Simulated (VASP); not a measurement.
# GaP (I-4m2) in VASP: notebook

The runs below take GaP through single point, with PBE.

All numbers are computed with VASP 6.6.1; they aren't measurements. Logs are shortened: lines on timing, memory, paths and dates and some standing lists are left out, and cuts for length are marked.

## 1. The cell of the first run

It takes space group I-4m2 (No. 119, tetragonal). Conventional cell: a = 3.718 Å, b = 3.718 Å, c = 5.654 Å, α = 90.00°, β = 90.00°, γ = 90.00°. Within 3.1 Å of Ga (site symmetry -4m2) lie 4 P at 2.34 Å. P (site symmetry -4m2) has 4 Ga at 2.34 Å within 3.1 Å.

## 2. Single point, PBE (biaxial strain in the a-b plane: -4.5 %)

Contents of INCAR:

```
SYSTEM = GaP
PREC     = Accurate       ! precision mode
ENCUT    = 520            ! plane-wave cutoff, eV
EDIFF    = 1E-6           ! SCF threshold, eV
ISMEAR   = 0              ! smearing method
SIGMA    = 0.02           ! smearing width, eV
LREAL    = .False.        ! projectors in reciprocal space
LASPH    = .True.         ! aspherical terms in the spheres
NELM     = 60             ! most SCF steps
ALGO     = Normal         ! electronic algorithm
ISIF     = 2              ! what is computed and relaxed
LWAVE    = .False.        ! write WAVECAR
LCHARG   = .False.        ! write CHGCAR
GGA      = PE             ! functional
NBANDS   = 26             ! bands
```

Contents of KPOINTS:

```
Automatic mesh
0
Gamma
  8 8 6
  0 0 0
```

Contents of POSCAR:

```
GaP
1.0
    2.6286933590      2.6286933590      0.0000000000
   -2.6286933590      2.6286933590      0.0000000000
    0.0000000000      0.0000000000      5.6537551407
Ga P
2 2
Direct
    0.0000000000      0.0000000000      0.0000000000
    0.5000000000      0.5000000000      0.5000000000
    0.5000000000      0.0000000000      0.7500000000
    0.0000000000      0.5000000000      0.2500000000
```

Potentials or basis: VASP PAW PBE potentials, release 64 (Ga_d, P).

Launch:

```
$ cat potpaw_PBE.64/Ga_d/POTCAR potpaw_PBE.64/P/POTCAR > POTCAR
$ mpirun -np 1 vasp_std > vasp.out
```

OUTCAR:

```text
SYSTEM = GaP
   PREC = Accurate
   ENCUT = 520
   EDIFF = 1E-6
   ISMEAR = 0
   LREAL = .False.
   LASPH = .True.
   NELM = 60
   ISIF = 2
   GGA = PE

 ion  position               nearest neighbor table
   1  0.000  0.000  0.000-   3 2.34   4 2.34   4 2.34   3 2.34
   2  0.500  0.500  0.500-   3 2.34   4 2.34   3 2.34   4 2.34
   3  0.500  0.000  0.750-   1 2.34   2 2.34   2 2.34   1 2.34
   4  0.000  0.500  0.250-   1 2.34   2 2.34   1 2.34   2 2.34

  LATTYP: Found a simple tetragonal cell.
 ALAT       =     3.7175337996
 C/A-ratio  =     1.5208348990

  Lattice vectors:

 A1 = (   2.6286933590,   2.6286933590,   0.0000000000)
 A2 = (  -2.6286933590,   2.6286933590,   0.0000000000)
 A3 = (   0.0000000000,   0.0000000000,   5.6537551407)

Analysis of symmetry for initial positions (statically):
=====================================================================
 Subroutine PRICEL returns following result:

  LATTYP: Found a body centered tetragonal cell.
 ALAT       =     3.7175337996
 C/A-ratio  =     1.5208348990

  Lattice vectors:

 A1 = (   2.6286933590,   0.0000000000,  -2.8268775704)
 A2 = (  -2.6286933590,   0.0000000000,  -2.8268775704)
 A3 = (   0.0000000000,   2.6286933590,   2.8268775704)

   2 primitive cells build up your supercell.

 Routine SETGRP: Setting up the symmetry group for a
 simple tetragonal supercell.

 Subroutine GETGRP returns: Found  8 space group operations
 (whereof  8 operations were pure point group operations)
 out of a pool of 16 trial point group operations.

The static configuration has the point symmetry D_2d.

Analysis of symmetry for dynamics (positions and initial velocities):
=====================================================================
 Subroutine PRICEL returns following result:

  LATTYP: Found a body centered tetragonal cell.
 ALAT       =     3.7175337996
 C/A-ratio  =     1.5208348990

  Lattice vectors:

 A1 = (   2.6286933590,   0.0000000000,  -2.8268775704)
 A2 = (  -2.6286933590,   0.0000000000,  -2.8268775704)
 A3 = (   0.0000000000,   2.6286933590,   2.8268775704)

   2 primitive cells build up your supercell.

 Routine SETGRP: Setting up the symmetry group for a
 simple tetragonal supercell.

 Subroutine GETGRP returns: Found  8 space group operations
 (whereof  8 operations were pure point group operations)
 out of a pool of 16 trial point group operations.

The dynamic configuration has the point symmetry D_2d.

 Subroutine INISYM returns: Found  8 space group operations
 (whereof  8 operations are pure point group operations),
 and found     2 'primitive' translations

----------------------------------------------------------------------------------------

                                     Primitive cell

  volume of cell :      39.0676

  direct lattice vectors                    reciprocal lattice vectors
     2.628693359  0.000000000 -2.826877570     0.190208568  0.190208568 -0.176873596
    -2.628693359  0.000000000 -2.826877570    -0.190208568  0.190208568 -0.176873596
     0.000000000  2.628693359  2.826877570     0.000000000  0.380417136  0.000000000

  length of vectors
     3.860215742  3.860215742  3.860215742     0.321936124  0.321936124  0.380417136

  position of ions in fractional coordinates (direct lattice)
     0.000000000  0.000000000  0.000000000
     0.750000000  0.250000000  0.500000000

  ion indices of the primitive-cell ions
   primitive index   ion index
                 1           1
                 2           3

----------------------------------------------------------------------------------------

 KPOINTS: Automatic mesh

Automatic generation of k-mesh.
 Grid dimensions read from file:
 generate k-points for:    8    8    6

 Generating k-lattice:

  Cartesian coordinates                     Fractional coordinates (reciprocal lattice)
     0.023776071  0.023776071  0.000000000     0.125000000  0.000000000  0.000000000
    -0.023776071  0.023776071  0.000000000     0.000000000  0.125000000  0.000000000
     0.000000000  0.000000000  0.029478933     0.000000000  0.000000000  0.166666667

  Length of vectors
     0.033624442  0.033624442  0.029478933

  Shift w.r.t. Gamma in fractional coordinates (k-lattice)
     0.000000000  0.000000000  0.000000000

 Subroutine IBZKPT returns following result:
 ===========================================

 Found     60 irreducible k-points:

 Following reciprocal coordinates:
            Coordinates               Weight
  0.000000  0.000000  0.000000      1.000000
  0.125000  0.000000  0.000000      4.000000
  0.250000  0.000000  0.000000      4.000000
  0.375000  0.000000  0.000000      4.000000
  0.500000  0.000000  0.000000      2.000000
  0.125000  0.125000  0.000000      4.000000
[... 16 lines left out ...]
  0.375000  0.125000  0.166667     16.000000
  0.500000  0.125000  0.166667      8.000000
 [... further k-points ...]
   k-points           NKPTS =     60   k-points in BZ     NKDIM =     60   number of bands    NBANDS=     26
   number of dos      NEDOS =    301   number of ions     NIONS =      4
   total plane-waves  NPLWV =  32928
   dimension x,y,z NGX =    28 NGY =   28 NGZ =   42
   dimension x,y,z NGXF=    56 NGYF=   56 NGZF=   84
   ions per type =               2   2
   NGX,Y,Z   is equivalent  to a cutoff of  12.52, 12.52, 12.35 a.u.
   NGXF,Y,Z  is equivalent  to a cutoff of  25.04, 25.04, 24.70 a.u.
 SYSTEM =  GaP
   PREC   = accura    normal or accurate (medium, high low for compatibility)
   ISTART =      0    job   : 0-new  1-cont  2-samecut
   ICHARG =      2    charge: 1-file 2-atom 10-const
   ISPIN  =      1    spin polarized calculation?
   LNONCOLLINEAR =      F non collinear calculations
   LSORBIT =      F    spin-orbit coupling
   LASPH  =      T    aspherical Exc in radial PAW
   ENCUT  =  520.0 eV  38.22 Ry    6.18 a.u.   6.91  6.91 10.51*2*pi/ulx,y,z
   NELM   =     60;   NELMIN=  2; NELMDL= -5     # of ELM steps
   EDIFF  = 0.1E-05   stopping-criterion for ELM
   LREAL  =      F    real-space projection
   EDIFFG = 0.1E-04   stopping-criterion for IOM
   NSW    =      0    number of steps for IOM
   IBRION =     -1    ionic relax: 0-MD 1-quasi-New 2-CG
   NFREE  =      0    steps in history (QN), initial steepest desc. (CG)
   ISIF   =      2    stress and relaxation
   ISYM   =      2    0-nonsym 1-usesym 2-fastsym
   POTIM  = 0.5000    time-step for ionic-motion
   TEBEG  =    0.0;   TEEND  =   0.0 temperature during run
   PSTRESS=    0.0 pullay stress
   NELECT =      36.0000    total number of electrons
   NUPDOWN=      -1.0000    fix difference up-down
   EMIN   =  10.00;   EMAX   =-10.00  energy-range for DOS
   EFERMI =   0.00;   METHOD = LEGACY
   ISMEAR =     0;   SIGMA  =   0.02  broadening in eV -4-tet -1-fermi 0-gaus
   EFERMI_NEDOS =   21; number of points for ismear=-14 and -15
   IALGO  =     38    algorithm
   IMIX   =      4    mixing-type and parameters
     AMIX     =   0.40;   BMIX     =  1.00
     AMIX_MAG =   1.60;   BMIX_MAG =  1.00
  volume/ion in A,a.u.               =      19.53       131.82
  Fermi-wavevector in a.u.,A,eV,Ry     =   1.264426  2.389418 21.752625  1.598773
  Thomas-Fermi vector in A             =   2.397732
   LORBIT       =      0    0 simple, 1 ext, 2 COOP (PROOUT), +10 PAW based schemes
   GGA     = PE    functional components
   LHFCALC =     F    Hartree Fock is set to
   AEXX    =    0.0000 exact exchange contribution
   IVDW    =     0    specifies the selected vdW correction
   LEPSILON=     F    determine dielectric tensor
   LRPA    =     F    only Hartree local field effects (RPA)
 non-spin polarized calculation
 Gauss-broadening in eV      SIGMA  =   0.02
  energy-cutoff  :      520.00
  volume of cell :       78.14
 maximum number of plane-waves:      2118
 NGX is ok and might be reduce to    28
   NGX = 13   NGY = 13   NGZ = 21

 number of electron      35.9999988 magnetization

 Free energy of the ion-electron system (eV)
  ---------------------------------------------------
  ext. energy  EPLUGINS =         0.00000000
  ---------------------------------------------------
  free energy    TOTEN  =       -18.09299506 eV

  energy without entropy =      -18.09299506  energy(sigma->0) =      -18.09299506

 E-fermi :   5.2649     XC(G=0): -10.0020

 val. band max:        5.1792619146   @ k =   0.0000   0.0000   0.0000
 cond. band min:       6.4000406582   @ k =   0.3750   0.3750   0.0000
 fundamental gap:      1.2207787436
 Fermi energy:         5.2649249399

 k-point     1 :       0.0000    0.0000    0.0000
  band No.  band energies     occupation
      1      -9.7285      2.00000
      2      -9.6126      2.00000
      3      -9.5888      2.00000
      4      -9.5888      2.00000
      5      -9.5221      2.00000
      6      -9.5221      2.00000
[... 18 lines left out ...]
     25      13.8111      0.00000
     26      14.2861      0.00000

 k-point     2 :       0.1250    0.0000    0.0000
  band No.  band energies     occupation
      1      -9.7231      2.00000
      2      -9.6068      2.00000
      3      -9.6018      2.00000
      4      -9.5860      2.00000
      5      -9.5311      2.00000
      6      -9.5243      2.00000
[... 18 lines left out ...]
     25      14.0344      0.00000
     26      14.6484      0.00000

 k-point     3 :       0.2500    0.0000    0.0000
  band No.  band energies     occupation
      1      -9.7111      2.00000
      2      -9.6320      2.00000
      3      -9.5931      2.00000
      4      -9.5781      2.00000
      5      -9.5480      2.00000
      6      -9.5309      2.00000
[... 572 lines left out ...]
 k-point    23 :       0.3750    0.1250    0.1667
  band No.  band energies     occupation
      1      -9.6987      2.00000
      2      -9.6734      2.00000
      3      -9.5742      2.00000
      4      -9.5628      2.00000
      5      -9.5617      2.00000
      6      -9.5427      2.00000
[... 18 lines left out ...]
     25      11.6186      0.00000
     26      12.9612      0.00000

 k-point    24 :       0.5000    0.1250    0.1667
  band No.  band energies     occupation
      1      -9.6903      2.00000
      2      -9.6903      2.00000
      3      -9.5674      2.00000
      4      -9.5674      2.00000
      5      -9.5522      2.00000
      6      -9.5522      2.00000
[... 18 lines left out ...]
     25      11.7658      0.00000
     26      11.7658      0.00000

 [... further k-points ...]

------------------------ aborting loop because EDIFF is reached ----------------------------------------

  FORCE on cell =-STRESS in cart. coord.  units (eV):
  Direction    XX          YY          ZZ          XY          YZ          ZX
  --------------------------------------------------------------------------------------
  -------------------------------------------------------------------------------------
  Total        3.7847424      3.7847424      0.7858793      0.0000000      0.0000000      0.0000000
  in kB       77.6068509     77.6068509     16.1146026      0.0000000      0.0000000      0.0000000
  external PRESSURE =      57.1094348 kB  Pullay stress =       0.0000000 kB

 VOLUME and BASIS-vectors are now :
 -----------------------------------------------------------------------------
  energy-cutoff  :      520.00
  volume of cell :       78.14
      direct lattice vectors                 reciprocal lattice vectors
     2.628693359  2.628693359  0.000000000     0.190208568  0.190208568  0.000000000
    -2.628693359  2.628693359  0.000000000    -0.190208568  0.190208568  0.000000000
     0.000000000  0.000000000  5.653755141     0.000000000  0.000000000  0.176873596

 POSITION                                       TOTAL-FORCE (eV/Angst)
 -----------------------------------------------------------------------------------
      0.00000      0.00000      0.00000         0.000000     -0.000000      0.000000
      0.00000      2.62869      2.82688         0.000000      0.000000     -0.000000
      1.31435      1.31435      4.24032        -0.000000     -0.000000      0.000000
     -1.31435      1.31435      1.41344        -0.000000     -0.000000      0.000000
 -----------------------------------------------------------------------------------
    total drift:                               -0.000000      0.000000      0.000000

  FREE ENERGIE OF THE ION-ELECTRON SYSTEM (eV)
  ---------------------------------------------------
  free  energy   TOTEN  =       -18.0929950625 eV

  energy  without entropy=      -18.0929950625  energy(sigma->0) =      -18.09299506
```

Run time: 44 s. Hardware: 1 thread of AMD EPYC 9R45 (Zen 5), shared host; peak memory 0.21 GiB.

Results:

* Free energy: -18.0930 eV
* Pressure: 5.7 GPa
* Band gap on the k mesh: 1.22 eV

Stress tensor (GPa, compression positive):
```
7.76 0.00 0.00
0.00 7.76 0.00
0.00 0.00 1.61
```

Caveat: the cell differs from its parent crystal (biaxial strain in the a-b plane: -4.5 %); the stress differs along the axes, from 2 to 8 GPa. A k mesh can miss the band edges.

## 3. Single point, PBE (biaxial strain in the a-b plane: -4.5 %, then relaxed in part)

Contents of INCAR:

```
SYSTEM = GaP
  ALGO = Normal
  EDIFF = 1E-6
  ENCUT = 520
  GGA = PE
  ISIF = 2
  ISMEAR = 0
  LASPH = .True.
  LCHARG = .False.
  LREAL = .False.
  LWAVE = .False.
  NBANDS = 26
  NELM = 100
  PREC = Accurate
  SIGMA = 0.02
```

Contents of KPOINTS:

```
k-points
0
Gamma
  8 8 6
  0 0 0
```

Edit POSCAR of step 2 so:

```diff
@@ -4,3 +4,3 @@
    -2.6286933590      2.6286933590      0.0000000000
-    0.0000000000      0.0000000000      5.6537551407
+    0.0000000000      0.0000000000      5.7105324846
 Ga P
```

Potentials or basis: VASP PAW PBE potentials, release 64 (Ga_d, P).

Launch:

```
$ cat potpaw_PBE.64/Ga_d/POTCAR potpaw_PBE.64/P/POTCAR > POTCAR
$ mpirun -np 1 vasp_std > vasp.out
```

OUTCAR:

```text
SYSTEM = GaP
   EDIFF = 1E-6
   ENCUT = 520
   GGA = PE
   ISIF = 2
   ISMEAR = 0
   LASPH = .True.
   LREAL = .False.
   NELM = 100
   PREC = Accurate

 ion  position               nearest neighbor table
   1  0.000  0.000  0.000-   3 2.34   4 2.34   4 2.34   3 2.34
   2  0.500  0.500  0.500-   3 2.34   4 2.34   3 2.34   4 2.34
   3  0.500  0.000  0.750-   1 2.34   2 2.34   2 2.34   1 2.34
   4  0.000  0.500  0.250-   1 2.34   2 2.34   1 2.34   2 2.34

  LATTYP: Found a simple tetragonal cell.
 ALAT       =     3.7175337996
 C/A-ratio  =     1.5361077511

  Lattice vectors:

 A1 = (   2.6286933590,   2.6286933590,   0.0000000000)
 A2 = (  -2.6286933590,   2.6286933590,   0.0000000000)
 A3 = (   0.0000000000,   0.0000000000,   5.7105324846)

Analysis of symmetry for initial positions (statically):
=====================================================================
 Subroutine PRICEL returns following result:

[... 189 lines left out ...]
  free energy    TOTEN  =       -18.09686889 eV

  energy without entropy =      -18.09686889  energy(sigma->0) =      -18.09686889

 E-fermi :   5.2323     XC(G=0):  -9.9577

 val. band max:        5.0970169084   @ k =   0.0000   0.0000   0.0000
 cond. band min:       6.2870963167   @ k =   0.3750   0.3750   0.0000
 fundamental gap:      1.1900794084
 Fermi energy:         5.2323032583

 k-point     1 :       0.0000    0.0000    0.0000
  band No.  band energies     occupation
      1      -9.8119      2.00000
      2      -9.7021      2.00000
      3      -9.6750      2.00000
      4      -9.6750      2.00000
      5      -9.6115      2.00000
      6      -9.6115      2.00000
[... 685 lines left out ...]
     25      11.6013      0.00000
     26      11.6013      0.00000

 [... further k-points ...]

------------------------ aborting loop because EDIFF is reached ----------------------------------------

  FORCE on cell =-STRESS in cart. coord.  units (eV):
  Direction    XX          YY          ZZ          XY          YZ          ZX
  --------------------------------------------------------------------------------------
  -------------------------------------------------------------------------------------
  Total        3.4766666      3.4766666     -0.0176460      0.0000000     -0.0000000      0.0000000
  in kB       70.5808964     70.5808964     -0.3582367      0.0000000     -0.0000000      0.0000000
  external PRESSURE =      46.9345187 kB  Pullay stress =       0.0000000 kB

 VOLUME and BASIS-vectors are now :
 -----------------------------------------------------------------------------
  energy-cutoff  :      520.00
  volume of cell :       78.92
      direct lattice vectors                 reciprocal lattice vectors
     2.628693359  2.628693359  0.000000000     0.190208568  0.190208568  0.000000000
    -2.628693359  2.628693359  0.000000000    -0.190208568  0.190208568  0.000000000
     0.000000000  0.000000000  5.710532485     0.000000000  0.000000000  0.175115018

 POSITION                                       TOTAL-FORCE (eV/Angst)
 -----------------------------------------------------------------------------------
      0.00000      0.00000      0.00000        -0.000000     -0.000000     -0.000000
      0.00000      2.62869      2.85527         0.000000      0.000000      0.000000
      1.31435      1.31435      4.28290        -0.000000     -0.000000     -0.000000
     -1.31435      1.31435      1.42763        -0.000000     -0.000000     -0.000000
 -----------------------------------------------------------------------------------
    total drift:                               -0.000000      0.000000      0.000000

  FREE ENERGIE OF THE ION-ELECTRON SYSTEM (eV)
  ---------------------------------------------------
  free  energy   TOTEN  =       -18.0968688922 eV

  energy  without entropy=      -18.0968688922  energy(sigma->0) =      -18.09686889
```

stdout:

```text
POSCAR found type information on POSCAR GaP
 POSCAR found :  2 types and       4 ions
 scaLAPACK will be used
 LDA part: xc-table for (Slater+PW92), standard interpolation
 POSCAR, INCAR and KPOINTS ok, starting setup
 FFT: planning ... GRIDC
 FFT: planning ... GRID_SOFT
 FFT: planning ... GRID
 WAVECAR not read
 entering main loop
```

Wall time 44 s (1 thread of AMD EPYC 9R45 (Zen 5), shared host); peak memory 0.21 GiB.

Results:

```yaml
Free_energy: -18.0969 eV
Pressure: 4.7 GPa
Band_gap_on_the_k_mesh: 1.19 eV
```

Stress tensor (GPa, compression positive):
```
 7.06  0.00  0.00
 0.00  7.06  0.00
 0.00  0.00 -0.04
```

Caveat: the cell differs from its parent crystal (biaxial strain in the a-b plane: -4.5 %, then relaxed in part); the stress differs along the axes, from -0 to 7 GPa. A k mesh can miss the band edges.
